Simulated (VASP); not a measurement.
Input of a VASP 6.6.1 run:

Contents of INCAR:

```
SYSTEM = K
ALGO = Fast
EDIFF = 1E-6
ENCUT = 520
GGA = PS
ISIF = 2
ISMEAR = 0
LASPH = .True.
LCHARG = .False.
LREAL = .False.
LWAVE = .False.
NBANDS = 10
NELM = 60
PREC = Accurate
SIGMA = 0.15
```

KPOINTS

```
k-points
0
Gamma
  14 14 14
  0 0 0
```

The input POSCAR:

```
K
1.0
   -2.6180000000      2.6180000000      2.6834500000
    2.6180000000     -2.6180000000      2.6834500000
    2.6180000000      2.6180000000     -2.6834500000
K
1
Direct
    0.0000000000      0.0000000000      0.0000000000
```

Potentials or basis: VASP PAW PBE potentials, release 64 (K_sv).

Launch:

```console
$ cat potpaw_PBE.64/K_sv/POTCAR > POTCAR
$ mpirun -np 1 vasp_std > vasp.out
```

Predict the band gap on the k mesh.

zero (an odd number of electrons rules out a gap without spin polarisation).

Estimate the pressure.

-0.1 GPa.

Caveat: the cell differs from its parent crystal (strain +0.000 along x and y, +0.025 along z); the PAW data sets were made with another functional, which shifts forces and pressure a little.
